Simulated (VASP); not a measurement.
# MnO (I4/mmm) in VASP: single point with PBE+U

Aim: the single point of MnO with PBE+U.

All numbers are computed with VASP 6.6.1; they aren't measurements. Logs are shortened: lines on timing, memory, paths and dates and some standing lists are left out, and cuts for length are marked.

### 1 The cell of the first run

It takes space group I4/mmm (No. 139, tetragonal). Conventional cell: a = 3.202 Å, b = 3.202 Å, c = 4.503 Å, α = 90.00°, β = 90.00°, γ = 90.00°. Mn (site symmetry 4/mmm) has 6 O at 2.25 to 2.26 Å within 3.0 Å. Within 3.0 Å of O (site symmetry 4/mmm) lie 6 Mn at 2.25 to 2.26 Å.

### 2 Single point, PBE+U, collinear spin, antiferromagnetic start

INCAR reads:

```
  ALGO = Normal
  EDIFF = 1E-6
  ENCUT = 520
  GGA = PE
  ISIF = 2
  ISMEAR = 0
  ISPIN = 2
  LASPH = T
  LCHARG = T
  LDAU = T
  LDAUJ = 0 0
  LDAUL = 2 -1
  LDAUPRINT = 1
  LDAUTYPE = 2
  LDAUU = 3.9 0
  LELF = T
  LMAXMIX = 4
  LORBIT = 11
  LREAL = F
  LVHAR = T
  LWAVE = F
  MAGMOM = 4.73 -4.73 0 0
  NBANDS = 31
  NELM = 150
  PREC = Accurate
  SIGMA = 0.02
```

KPOINTS reads:

```
k-points
0
Gamma
  12 12 8
```

POSCAR reads:

```
MnO
1.0
    0.0000000000      2.2639807959     -2.2639807959
    0.0000000000      2.2639807959      2.2639807959
    4.5034007807      0.0000000000      0.0000000000
Mn O
2 2
Direct
    0.0000000000      0.0000000000      0.0000000000
    0.5000000000      0.5000000000      0.5000000000
    0.0000000000      1.0000000000      0.5000000000
    0.5000000000      1.5000000000      1.0000000000
```

Potentials or basis: VASP PAW PBE potentials, release 64 (Mn_pv, O).

On the command line:

```console
cat potpaw_PBE.64/Mn_pv/POTCAR potpaw_PBE.64/O/POTCAR > POTCAR
mpirun -np 1 vasp_std > vasp.out
```

OUTCAR:

```text
EDIFF = 1E-6
   ENCUT = 520
   GGA = PE
   ISIF = 2
   ISMEAR = 0
   ISPIN = 2
   LASPH = T
   LORBIT = 11
   LREAL = F
   NELM = 150
   PREC = Accurate

 ion  position               nearest neighbor table
   1  0.000  0.000  0.000-   3 2.25   3 2.25   4 2.26   4 2.26   4 2.26   4 2.26
   2  0.500  0.500  0.500-   4 2.25   4 2.25   3 2.26   3 2.26   3 2.26   3 2.26
   3  0.000  0.000  0.500-   1 2.25   1 2.25   2 2.26   2 2.26   2 2.26   2 2.26
   4  0.500  0.500  0.000-   2 2.25   2 2.25   1 2.26   1 2.26   1 2.26   1 2.26

  LATTYP: Found a simple tetragonal cell.
 ALAT       =     3.2017523465
 C/A-ratio  =     1.4065425096

  Lattice vectors:

 A1 = (   0.0000000000,   2.2639807959,  -2.2639807959)
 A2 = (   0.0000000000,   2.2639807959,   2.2639807959)
 A3 = (   4.5034007807,   0.0000000000,   0.0000000000)

Analysis of symmetry for initial positions (statically):
=====================================================================
 Subroutine PRICEL returns following result:

  LATTYP: Found a body centered tetragonal cell.
 ALAT       =     3.2017523465
 C/A-ratio  =     1.4065425096
[... 12 lines left out ...]
 Subroutine GETGRP returns: Found 16 space group operations
 (whereof 16 operations were pure point group operations)
 out of a pool of 16 trial point group operations.

The static configuration has the point symmetry D_4h.

Analysis of symmetry for dynamics (positions and initial velocities):
=====================================================================
 Subroutine PRICEL returns following result:

  LATTYP: Found a body centered tetragonal cell.
 ALAT       =     3.2017523465
 C/A-ratio  =     1.4065425096
[... 12 lines left out ...]
 Subroutine GETGRP returns: Found 16 space group operations
 (whereof 16 operations were pure point group operations)
 out of a pool of 16 trial point group operations.

The dynamic configuration has the point symmetry D_4h.

Analysis of structural, dynamic, and magnetic symmetry:
=====================================================================
 Subroutine PRICEL returns following result:

  LATTYP: Found a body centered tetragonal cell.
 ALAT       =     3.2017523465
 C/A-ratio  =     1.4065425096
[... 12 lines left out ...]
 Subroutine GETGRP returns: Found 16 space group operations
 (whereof 16 operations were pure point group operations)
 out of a pool of 16 trial point group operations.

The overall configuration has the point symmetry D_4h.

 Subroutine INISYM returns: Found 16 space group operations
 (whereof 16 operations are pure point group operations),
 and found     2 'primitive' translations

----------------------------------------------------------------------------------------

                                     Primitive cell

  volume of cell :      23.0827

  direct lattice vectors                    reciprocal lattice vectors
    -2.251700390 -2.263980796  0.000000000    -0.222054409 -0.220849930 -0.220849930
    -2.251700390  2.263980796  0.000000000    -0.222054409  0.220849930 -0.220849930
     2.251700390  0.000000000 -2.263980796     0.000000000  0.000000000 -0.441699860

  length of vectors
     3.193080596  3.193080596  3.193080596     0.383219968  0.383219968  0.441699860

[... 133 lines left out ...]
 -0.0000 -0.0000  0.9731  0.0000 -0.0005
  0.0000  0.0000  0.0000  0.9351 -0.0000
 -0.0000 -0.0000 -0.0005 -0.0000  0.9737

spin component  2

  0.0192 -0.0000  0.0000 -0.0000  0.0000
 -0.0000  0.0171  0.0000  0.0000  0.0000
  0.0000  0.0000  0.0672 -0.0000 -0.0000
 -0.0000  0.0000 -0.0000  0.0192  0.0000
  0.0000  0.0000 -0.0000  0.0000  0.0672

 occupancies and eigenvectors

  o =  0.0171  v =  0.0000  0.0000  0.0000  0.0000  0.0000  0.0000  1.0000 -0.0000 -0.0000 -0.0000      0.0000  0.0000  0.0000  0.0000  0.0000  0.0000  0.0000  0.0000  0.0000  0.0000
  o =  0.0192  v =  0.0000  0.0000  0.0000  0.0000  0.0000  1.0000 -0.0000 -0.0000  0.0081 -0.0000      0.0000  0.0000  0.0000  0.0000  0.0000  0.0000  0.0000  0.0000  0.0000  0.0000
  o =  0.0192  v =  0.0000  0.0000  0.0000  0.0000  0.0000  0.0081 -0.0000 -0.0000 -1.0000 -0.0000      0.0000  0.0000  0.0000  0.0000  0.0000  0.0000  0.0000  0.0000  0.0000  0.0000
  o =  0.0672  v =  0.0000  0.0000  0.0000  0.0000  0.0000 -0.0000 -0.0000 -0.8660  0.0000 -0.5000      0.0000  0.0000  0.0000  0.0000  0.0000  0.0000  0.0000  0.0000  0.0000  0.0000
  o =  0.0673  v =  0.0000  0.0000  0.0000  0.0000  0.0000  0.0000 -0.0000  0.5000 -0.0000 -0.8660      0.0000  0.0000  0.0000  0.0000  0.0000  0.0000  0.0000  0.0000  0.0000  0.0000
  o =  0.9351  v =  0.0000  0.0000 -0.0000  1.0000 -0.0000  0.0000  0.0000  0.0000  0.0000  0.0000      0.0000  0.0000  0.0000  0.0000  0.0000  0.0000  0.0000  0.0000  0.0000  0.0000
  o =  0.9351  v =  1.0000  0.0000  0.0000  0.0000  0.0000  0.0000  0.0000  0.0000  0.0000  0.0000      0.0000  0.0000  0.0000  0.0000  0.0000  0.0000  0.0000  0.0000  0.0000  0.0000
  o =  0.9400  v =  0.0000 -1.0000  0.0000  0.0000  0.0000  0.0000  0.0000  0.0000  0.0000  0.0000      0.0000  0.0000  0.0000  0.0000  0.0000  0.0000  0.0000  0.0000  0.0000  0.0000
  o =  0.9728  v =  0.0000  0.0000  0.8660  0.0000  0.5000  0.0000  0.0000  0.0000  0.0000  0.0000      0.0000  0.0000  0.0000  0.0000  0.0000  0.0000  0.0000  0.0000  0.0000  0.0000
  o =  0.9739  v =  0.0000 -0.0000  0.5000  0.0000 -0.8660  0.0000  0.0000  0.0000  0.0000  0.0000      0.0000  0.0000  0.0000  0.0000  0.0000  0.0000  0.0000  0.0000  0.0000  0.0000

atom =   2  type =  1  l = 2

 onsite density matrix

spin component  1

  0.0192 -0.0000  0.0000 -0.0000  0.0000
 -0.0000  0.0171  0.0000  0.0000 -0.0000
  0.0000  0.0000  0.0672  0.0000 -0.0000
 -0.0000  0.0000  0.0000  0.0192  0.0000
  0.0000 -0.0000 -0.0000  0.0000  0.0672

spin component  2

  0.9351 -0.0000 -0.0000  0.0000 -0.0000
 -0.0000  0.9400 -0.0000 -0.0000 -0.0000
 -0.0000 -0.0000  0.9731 -0.0000 -0.0005
  0.0000 -0.0000 -0.0000  0.9351 -0.0000
 -0.0000 -0.0000 -0.0005 -0.0000  0.9737

 occupancies and eigenvectors

  o =  0.0171  v = -0.0000 -1.0000  0.0000  0.0000 -0.0000  0.0000  0.0000  0.0000  0.0000  0.0000      0.0000  0.0000  0.0000  0.0000  0.0000  0.0000  0.0000  0.0000  0.0000  0.0000
  o =  0.0192  v =  1.0000 -0.0000 -0.0000  0.0014 -0.0000  0.0000  0.0000  0.0000  0.0000  0.0000      0.0000  0.0000  0.0000  0.0000  0.0000  0.0000  0.0000  0.0000  0.0000  0.0000
  o =  0.0192  v = -0.0014  0.0000  0.0000  1.0000 -0.0000  0.0000  0.0000  0.0000  0.0000  0.0000      0.0000  0.0000  0.0000  0.0000  0.0000  0.0000  0.0000  0.0000  0.0000  0.0000
  o =  0.0672  v =  0.0000  0.0000  0.8660  0.0000  0.5000  0.0000  0.0000  0.0000  0.0000  0.0000      0.0000  0.0000  0.0000  0.0000  0.0000  0.0000  0.0000  0.0000  0.0000  0.0000
  o =  0.0673  v = -0.0000 -0.0000 -0.5000  0.0000  0.8660  0.0000  0.0000  0.0000  0.0000  0.0000      0.0000  0.0000  0.0000  0.0000  0.0000  0.0000  0.0000  0.0000  0.0000  0.0000
  o =  0.9351  v =  0.0000  0.0000  0.0000  0.0000  0.0000  0.0000  0.0000  0.0000  1.0000  0.0000      0.0000  0.0000  0.0000  0.0000  0.0000  0.0000  0.0000  0.0000  0.0000  0.0000
  o =  0.9351  v =  0.0000  0.0000  0.0000  0.0000  0.0000  1.0000  0.0000  0.0000  0.0000  0.0000      0.0000  0.0000  0.0000  0.0000  0.0000  0.0000  0.0000  0.0000  0.0000  0.0000
  o =  0.9400  v =  0.0000  0.0000  0.0000  0.0000  0.0000  0.0000 -1.0000  0.0000  0.0000 -0.0000      0.0000  0.0000  0.0000  0.0000  0.0000  0.0000  0.0000  0.0000  0.0000  0.0000
  o =  0.9728  v =  0.0000  0.0000  0.0000  0.0000  0.0000  0.0000  0.0000  0.8660 -0.0000  0.5000      0.0000  0.0000  0.0000  0.0000  0.0000  0.0000  0.0000  0.0000  0.0000  0.0000
  o =  0.9739  v =  0.0000  0.0000  0.0000  0.0000  0.0000  0.0000  0.0000  0.5000 -0.0000 -0.8660      0.0000  0.0000  0.0000  0.0000  0.0000  0.0000  0.0000  0.0000  0.0000  0.0000

 number of electron      38.0000036 magnetization      -0.0000000

 Free energy of the ion-electron system (eV)
  ---------------------------------------------------
  ext. energy  EPLUGINS =         0.00000000
  ---------------------------------------------------
  free energy    TOTEN  =       -31.06486428 eV

  energy without entropy =      -31.06486428  energy(sigma->0) =      -31.06486428

 E-fermi :   6.3999     XC(G=0): -11.5365

 val. band max:        6.2465039198   @ k =   0.5000   0.0000   0.5000
 cond. band min:       6.8737156369   @ k =   0.0000   0.0000   0.0000
 fundamental gap:      0.6272117171
 Fermi energy:         6.3998803498

 spin component 1

 k-point     1 :       0.0000    0.0000    0.0000
  band No.  band energies     occupation
      1     -43.5869      1.00000
      2     -43.5744      1.00000
      3     -43.5744      1.00000
      4     -38.6358      1.00000
      5     -38.6162      1.00000
      6     -38.6162      1.00000
[... 1625 lines left out ...]
     30      18.2593      0.00000
     31      19.8675      0.00000

 [... further k-points ...]
[... 5 lines left out ...]
  --------------------------------------------------------------------------------------
  -------------------------------------------------------------------------------------
  Total       -0.4639816     -0.4582347     -0.4582347      0.0000000      0.0000000     -0.0000000
  in kB      -16.1025721    -15.9031240    -15.9031240      0.0000000      0.0000000     -0.0000000
  external PRESSURE =     -15.9696067 kB  Pullay stress =       0.0000000 kB

 VOLUME and BASIS-vectors are now :
 -----------------------------------------------------------------------------
  energy-cutoff  :      520.00
  volume of cell :       46.17
      direct lattice vectors                 reciprocal lattice vectors
     0.000000000  2.263980796 -2.263980796     0.000000000  0.220849930 -0.220849930
     0.000000000  2.263980796  2.263980796     0.000000000  0.220849930  0.220849930
     4.503400781  0.000000000  0.000000000     0.222054409  0.000000000  0.000000000

 POSITION                                       TOTAL-FORCE (eV/Angst)
 -----------------------------------------------------------------------------------
      0.00000      0.00000      0.00000        -0.000000     -0.000000     -0.000000
      2.25170      2.26398      0.00000        -0.000000     -0.000000      0.000000
      2.25170      0.00000      0.00000        -0.000000      0.000000      0.000000
      0.00000      2.26398      0.00000         0.000000      0.000000     -0.000000
 -----------------------------------------------------------------------------------
    total drift:                               -0.000000      0.000000     -0.000000

  FREE ENERGIE OF THE ION-ELECTRON SYSTEM (eV)
  ---------------------------------------------------
  free  energy   TOTEN  =       -31.0648642842 eV

  energy  without entropy=      -31.0648642842  energy(sigma->0) =      -31.06486428

 total charge

# of ion       s       p       d       tot
------------------------------------------
    1        0.200   6.168   4.928  11.297
    2        0.200   6.168   4.928  11.297
    3        1.555   3.431   0.000   4.985
    4        1.555   3.431   0.000   4.985
--------------------------------------------------
tot          3.510  19.198   9.856  32.564

 magnetization (x)

# of ion       s       p       d       tot
------------------------------------------
    1        0.034   0.031   4.557   4.622
    2       -0.034  -0.031  -4.557  -4.622
    3       -0.007  -0.039   0.000  -0.047
    4        0.007   0.039   0.000   0.047
--------------------------------------------------
tot          0.000   0.000   0.000   0.000
```

Wall time 2.5 min (1 thread of Intel Xeon Platinum 8488C (Sapphire Rapids), shared host); peak memory 0.37 GiB.

Results:

- Free energy: -31.0649 eV
- Pressure: -1.6 GPa
- Band gap on the k mesh: 0.63 eV
- Net moment: 0.00 μB per cell
- Site moments: Mn +4.62, -4.62; O -0.05, +0.05 μB
- Valence electrons inside the program's atomic spheres: Mn 11.30; O 4.99

Levels at points of the mesh, in eV from the valence-band top:
Spin up:
```
           k point  band 16  band 17  band 18  band 19  band 20  band 21  band 22  band 23
(0.00, 0.00, 0.00)    -3.39    -2.39    -2.38    -2.38     0.63     2.36     4.09     4.10
(0.50, 0.00, 0.00)    -3.39    -2.40    -2.21    -0.13     3.74     3.99     4.20     4.51
(0.50, 0.50, 0.00)    -3.35    -3.35    -3.22    -3.21     3.20     3.20     4.18     4.41
(0.00, 0.00, 0.50)    -3.06    -2.17    -2.15    -2.15     2.31     3.31     4.08     4.09
(0.50, 0.00, 0.50)    -2.52    -2.51    -0.18     0.00     4.32     4.42     4.45     4.54
(0.50, 0.50, 0.50)    -3.21    -2.81    -2.81    -1.44     3.58     3.58     4.44     5.02
```
Spin down:
| k point | band 17 | band 18 | band 19 | band 20 | band 21 | band 22 |
| --- | --- | --- | --- | --- | --- | --- |
| (0.00, 0.00, 0.00) | -2.39 | -2.38 | -2.38 | 0.63 | 2.36 | 4.09 |
| (0.50, 0.00, 0.00) | -2.40 | -2.21 | -0.13 | 3.74 | 3.99 | 4.20 |
| (0.50, 0.50, 0.00) | -3.35 | -3.22 | -3.21 | 3.20 | 3.20 | 4.18 |
| (0.00, 0.00, 0.50) | -2.17 | -2.15 | -2.15 | 2.31 | 3.31 | 4.08 |
| (0.50, 0.00, 0.50) | -2.51 | -0.18 | 0.00 | 4.32 | 4.42 | 4.45 |
| (0.50, 0.50, 0.50) | -2.81 | -2.81 | -1.44 | 3.58 | 3.58 | 4.44 |

Eigenvalues of the final occupation matrices:
| site | spin | trace | eigenvalues |
| --- | --- | --- | --- |
| site 1 d | 1 | 4.76 | 0.94 0.94 0.94 0.97 0.97 |
| site 1 d | 2 | 0.19 | 0.02 0.02 0.02 0.07 0.07 |
| site 2 d | 1 | 0.19 | 0.02 0.02 0.02 0.07 0.07 |
| site 2 d | 2 | 4.76 | 0.94 0.94 0.94 0.97 0.97 |
